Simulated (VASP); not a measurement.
# Bi (P2/m) in VASP: further runs

Runs on Bi. Level: PBEsol. Tasks: single point.

All numbers are computed with VASP 6.6.1; they aren't measurements. Logs are shortened: lines on timing, memory, paths and dates and some standing lists are left out, and cuts for length are marked.

### 1 The cell of the first run

Symmetry: P2/m, No. 10, monoclinic system. Conventional cell: a = 3.235 Å, b = 3.221 Å, c = 6.405 Å, α = 90.00°, β = 90.13°, γ = 90.00°. Within 4.3 Å of Bi (site symmetry m) lie 8 Bi at 3.22 to 4.22 Å.

### 2 Single point, PBEsol (uniaxial strain along c: +1.5 %, then relaxed in part)

Input file INCAR:

```
PREC = Accurate
ENCUT = 520
EDIFF = 1E-6
ISMEAR = 0
SIGMA = 0.1
LREAL = F
LASPH = T
NELM = 100
ALGO = Fast
ISIF = 2
LWAVE = F
LCHARG = F
GGA = PS
NBANDS = 22
```

Input file KPOINTS:

```
regular mesh
0
Gamma
  14 14 8
```

Input file POSCAR:

```
Bi
1.0
    3.2352087208      0.0000000000     -0.0001367862
    0.0000000000      3.2205299408      0.0000000000
   -0.0142925511      0.0000000000      6.4047870051
Bi
2
Direct
    0.4241733296      0.0000000000      0.2499952258
    0.5758266704      0.0000000000      0.7500047742
```

Potentials or basis: VASP PAW PBE potentials, release 64 (Bi_d).

Launch:

```
$ cat potpaw_PBE.64/Bi_d/POTCAR > POTCAR
$ mpirun -np 1 vasp_std > vasp.out
```

OUTCAR:

```text
PREC = Accurate
   ENCUT = 520
   EDIFF = 1E-6
   ISMEAR = 0
   LREAL = F
   LASPH = T
   NELM = 100
   ISIF = 2
   GGA = PS

 ion  position               nearest neighbor table
   1  0.424  0.000  0.250-   2 3.24   2 3.24
   2  0.576  0.000  0.750-   1 3.24   1 3.24

  LATTYP: Found a simple monoclinic cell.
 ALAT       =     3.2352087237
 B/A-ratio  =     0.9954628019
 C/A-ratio  =     1.9797186207
 COS(beta)  =    -0.0022738168

  Lattice vectors:

 A1 = (   3.2352087208,   0.0000000000,  -0.0001367862)
 A2 = (   0.0000000000,   3.2205299408,   0.0000000000)
 A3 = (  -0.0142925511,   0.0000000000,   6.4047870051)

Analysis of symmetry for initial positions (statically):
=====================================================================
 Subroutine PRICEL returns:
 Original cell was already a primitive cell.

 Routine SETGRP: Setting up the symmetry group for a
 simple monoclinic supercell.

 Subroutine GETGRP returns: Found  4 space group operations
 (whereof  4 operations were pure point group operations)
 out of a pool of  4 trial point group operations.

The static configuration has the point symmetry C_2h.

Analysis of symmetry for dynamics (positions and initial velocities):
=====================================================================
 Subroutine PRICEL returns:
 Original cell was already a primitive cell.

 Routine SETGRP: Setting up the symmetry group for a
 simple monoclinic supercell.

 Subroutine GETGRP returns: Found  4 space group operations
 (whereof  4 operations were pure point group operations)
 out of a pool of  4 trial point group operations.

The dynamic configuration has the point symmetry C_2h.

 Subroutine INISYM returns: Found  4 space group operations
 (whereof  4 operations are pure point group operations),
 and found     1 'primitive' translations

----------------------------------------------------------------------------------------

                                     Primitive cell

  volume of cell :      66.7320

  direct lattice vectors                    reciprocal lattice vectors
     3.235208721  0.000000000 -0.000136786     0.309099097  0.000000000  0.000689768
     0.000000000  3.220529941  0.000000000     0.000000000  0.310507903  0.000000000
    -0.014292551  0.000000000  6.404787005     0.000006601  0.000000000  0.156133232

  length of vectors
     3.235208724  3.220529941  6.404802952     0.309099867  0.310507903  0.156133232

  position of ions in fractional coordinates (direct lattice)
     0.424173330  0.000000000  0.249995226
     0.575826670  0.000000000  0.750004774

  ion indices of the primitive-cell ions
   primitive index   ion index
                 1           1
                 2           2

----------------------------------------------------------------------------------------

 KPOINTS: regular mesh

Automatic generation of k-mesh.
 Grid dimensions read from file:
 generate k-points for:   14   14    8

 Generating k-lattice:

  Cartesian coordinates                     Fractional coordinates (reciprocal lattice)
     0.022078507  0.000000000  0.000049269     0.071428571  0.000000000  0.000000000
     0.000000000  0.022179136  0.000000000     0.000000000  0.071428571  0.000000000
     0.000000825  0.000000000  0.019516654     0.000000000  0.000000000  0.125000000

  Length of vectors
     0.022078562  0.022179136  0.019516654

  Shift w.r.t. Gamma in fractional coordinates (k-lattice)
     0.000000000  0.000000000  0.000000000

 Subroutine IBZKPT returns following result:
 ===========================================

 Found    464 irreducible k-points:

 Following reciprocal coordinates:
            Coordinates               Weight
  0.000000  0.000000  0.000000      1.000000
  0.071429  0.000000  0.000000      2.000000
  0.142857  0.000000  0.000000      2.000000
  0.214286  0.000000  0.000000      2.000000
  0.285714  0.000000  0.000000      2.000000
  0.357143  0.000000  0.000000      2.000000
[... 16 lines left out ...]
  0.428571  0.142857  0.000000      4.000000
  0.500000  0.142857  0.000000      2.000000
 [... further k-points ...]
   k-points           NKPTS =    464   k-points in BZ     NKDIM =    464   number of bands    NBANDS=     22
   number of dos      NEDOS =    301   number of ions     NIONS =      2
   total plane-waves  NPLWV =  27648
   dimension x,y,z NGX =    24 NGY =   24 NGZ =   48
   dimension x,y,z NGXF=    48 NGYF=   48 NGZF=   96
   ions per type =               2
   NGX,Y,Z   is equivalent  to a cutoff of  12.33, 12.39, 12.46 a.u.
   NGXF,Y,Z  is equivalent  to a cutoff of  24.67, 24.78, 24.92 a.u.
 SYSTEM =  unknown system
   PREC   = accura    normal or accurate (medium, high low for compatibility)
   ISTART =      0    job   : 0-new  1-cont  2-samecut
   ICHARG =      2    charge: 1-file 2-atom 10-const
   ISPIN  =      1    spin polarized calculation?
   LNONCOLLINEAR =      F non collinear calculations
   LSORBIT =      F    spin-orbit coupling
   LASPH  =      T    aspherical Exc in radial PAW
   ENCUT  =  520.0 eV  38.22 Ry    6.18 a.u.   6.02  5.99 11.91*2*pi/ulx,y,z
   NELM   =    100;   NELMIN=  2; NELMDL= -5     # of ELM steps
   EDIFF  = 0.1E-05   stopping-criterion for ELM
   LREAL  =      F    real-space projection
   EDIFFG = 0.1E-04   stopping-criterion for IOM
   NSW    =      0    number of steps for IOM
   IBRION =     -1    ionic relax: 0-MD 1-quasi-New 2-CG
   NFREE  =      0    steps in history (QN), initial steepest desc. (CG)
   ISIF   =      2    stress and relaxation
   ISYM   =      2    0-nonsym 1-usesym 2-fastsym
   POTIM  = 0.5000    time-step for ionic-motion
   TEBEG  =    0.0;   TEEND  =   0.0 temperature during run
   PSTRESS=    0.0 pullay stress
   NELECT =      30.0000    total number of electrons
   NUPDOWN=      -1.0000    fix difference up-down
   EMIN   =  10.00;   EMAX   =-10.00  energy-range for DOS
   EFERMI =   0.00;   METHOD = LEGACY
   ISMEAR =     0;   SIGMA  =   0.10  broadening in eV -4-tet -1-fermi 0-gaus
   EFERMI_NEDOS =   21; number of points for ismear=-14 and -15
   IALGO  =     68    algorithm
   IMIX   =      4    mixing-type and parameters
     AMIX     =   0.40;   BMIX     =  1.00
     AMIX_MAG =   1.60;   BMIX_MAG =  1.00
  volume/ion in A,a.u.               =      33.37       225.16
  Fermi-wavevector in a.u.,A,eV,Ry     =   1.254114  2.369933 21.399283  1.572803
  Thomas-Fermi vector in A             =   2.387935
   LORBIT       =      0    0 simple, 1 ext, 2 COOP (PROOUT), +10 PAW based schemes
   GGA     = PS    functional components
   LHFCALC =     F    Hartree Fock is set to
   AEXX    =    0.0000 exact exchange contribution
   IVDW    =     0    specifies the selected vdW correction
   LEPSILON=     F    determine dielectric tensor
   LRPA    =     F    only Hartree local field effects (RPA)
 non-spin polarized calculation
 RMM-DIIS sequential band-by-band and
 Gauss-broadening in eV      SIGMA  =   0.10
  energy-cutoff  :      520.00
  volume of cell :       66.73
 maximum number of plane-waves:      1824
   NGX = 13   NGY = 11   NGZ = 23

 number of electron      30.0000015 magnetization

 Free energy of the ion-electron system (eV)
  ---------------------------------------------------
  ext. energy  EPLUGINS =         0.00000000
  ---------------------------------------------------
  free energy    TOTEN  =        -8.56027229 eV

  energy without entropy =       -8.55479310  energy(sigma->0) =       -8.55753269

 E-fermi :   6.7227     XC(G=0):  -9.9912

 val. band max:        6.7185060700   @ k =   0.2143   0.1429   0.3750
 cond. band min:       6.7234074702   @ k =   0.2143   0.0714   0.5000
 fundamental gap:      0.0049014002
 Fermi energy:         6.7226692024

 k-point     1 :       0.0000    0.0000    0.0000
  band No.  band energies     occupation
      1     -16.1532      2.00000
      2     -16.1371      2.00000
      3     -16.1323      2.00000
      4     -15.8907      2.00000
      5     -15.8836      2.00000
      6     -15.8789      2.00000
[... 14 lines left out ...]
     21      15.2418      0.00000
     22      16.4186      0.00000

 k-point     2 :       0.0714    0.0000    0.0000
  band No.  band energies     occupation
      1     -16.1496      2.00000
      2     -16.1267      2.00000
      3     -16.1210      2.00000
      4     -15.8902      2.00000
      5     -15.8852      2.00000
      6     -15.8785      2.00000
[... 14 lines left out ...]
     21      15.6171      0.00000
     22      15.7936      0.00000

 k-point     3 :       0.1429    0.0000    0.0000
  band No.  band energies     occupation
      1     -16.1451      2.00000
      2     -16.0991      2.00000
      3     -16.0842      2.00000
      4     -15.9023      2.00000
      5     -15.8888      2.00000
      6     -15.8620      2.00000
[... 14 lines left out ...]
     21      14.9421      0.00000
     22      17.1711      0.00000

 k-point     4 :       0.2143    0.0000    0.0000
  band No.  band energies     occupation
      1     -16.1410      2.00000
      2     -16.0654      2.00000
      3     -16.0285      2.00000
      4     -15.9268      2.00000
      5     -15.8866      2.00000
      6     -15.8591      2.00000
[... 14 lines left out ...]
     21      15.1906      0.00000
     22      17.4578      0.00000

 k-point     5 :       0.2857    0.0000    0.0000
  band No.  band energies     occupation
      1     -16.1370      2.00000
      2     -16.0366      2.00000
      3     -15.9661      2.00000
      4     -15.9534      2.00000
      5     -15.8843      2.00000
      6     -15.8778      2.00000
[... 417 lines left out ...]
 k-point    22 :       0.3571    0.1429    0.0000
  band No.  band energies     occupation
      1     -16.0924      2.00000
      2     -15.9746      2.00000
      3     -15.9562      2.00000
      4     -15.9041      2.00000
      5     -15.8934      2.00000
      6     -15.8926      2.00000
[... 14 lines left out ...]
     21      15.9119      0.00000
     22      15.9975      0.00000

 k-point    23 :       0.4286    0.1429    0.0000
  band No.  band energies     occupation
      1     -16.0900      2.00000
      2     -15.9907      2.00000
      3     -15.9451      2.00000
      4     -15.9060      2.00000
      5     -15.9052      2.00000
      6     -15.9016      2.00000
[... 14 lines left out ...]
     21      16.4431      0.00000
     22      16.4901      0.00000

 k-point    24 :       0.5000    0.1429    0.0000
  band No.  band energies     occupation
      1     -16.0892      2.00000
      2     -15.9964      2.00000
      3     -15.9417      2.00000
      4     -15.9106      2.00000
      5     -15.9089      2.00000
      6     -15.9021      2.00000
[... 14 lines left out ...]
     21      16.5234      0.00000
     22      16.7334      0.00000

 [... further k-points ...]

------------------------ aborting loop because EDIFF is reached ----------------------------------------

  FORCE on cell =-STRESS in cart. coord.  units (eV):
  Direction    XX          YY          ZZ          XY          YZ          ZX
  --------------------------------------------------------------------------------------
  -------------------------------------------------------------------------------------
  Total       -0.0334602     -0.0332330     -0.2862722      0.0000000      0.0000000      0.0038883
  in kB       -0.8033493     -0.7978953     -6.8731436      0.0000000      0.0000000      0.0933558
  external PRESSURE =      -2.8247961 kB  Pullay stress =       0.0000000 kB

 VOLUME and BASIS-vectors are now :
 -----------------------------------------------------------------------------
  energy-cutoff  :      520.00
  volume of cell :       66.73
      direct lattice vectors                 reciprocal lattice vectors
     3.235208721  0.000000000 -0.000136786     0.309099097  0.000000000  0.000689768
     0.000000000  3.220529941  0.000000000     0.000000000  0.310507903  0.000000000
    -0.014292551  0.000000000  6.404787005     0.000006601  0.000000000  0.156133232

 POSITION                                       TOTAL-FORCE (eV/Angst)
 -----------------------------------------------------------------------------------
      1.36872      0.00000      1.60111         0.000795     -0.000000     -0.000119
      1.85220      0.00000      4.80354        -0.000795      0.000000      0.000119
 -----------------------------------------------------------------------------------
    total drift:                                0.000000     -0.000000     -0.000000

  FREE ENERGIE OF THE ION-ELECTRON SYSTEM (eV)
  ---------------------------------------------------
  free  energy   TOTEN  =        -8.5602722868 eV

  energy  without entropy=       -8.5547931006  energy(sigma->0) =       -8.55753269
```

It took 6.2 min on 1 thread of Oxide Virtual Turin-like, shared host; peak memory 0.54 GiB.

What came out:

| Property | Result |
| --- | --- |
| Free energy | -8.5603 eV |
| Pressure | -0.3 GPa |
| Band gap on the k mesh | zero (bands 15 and 16 overlap by 6.35 eV) |

Caveat: the cell differs from its parent crystal (uniaxial strain along c: +1.5 %, then relaxed in part); the PAW data sets were made with another functional, which shifts forces and pressure a little; spin-orbit coupling is left out, which moves the levels of the heavy elements.

(Continued in part 2 of 2.)
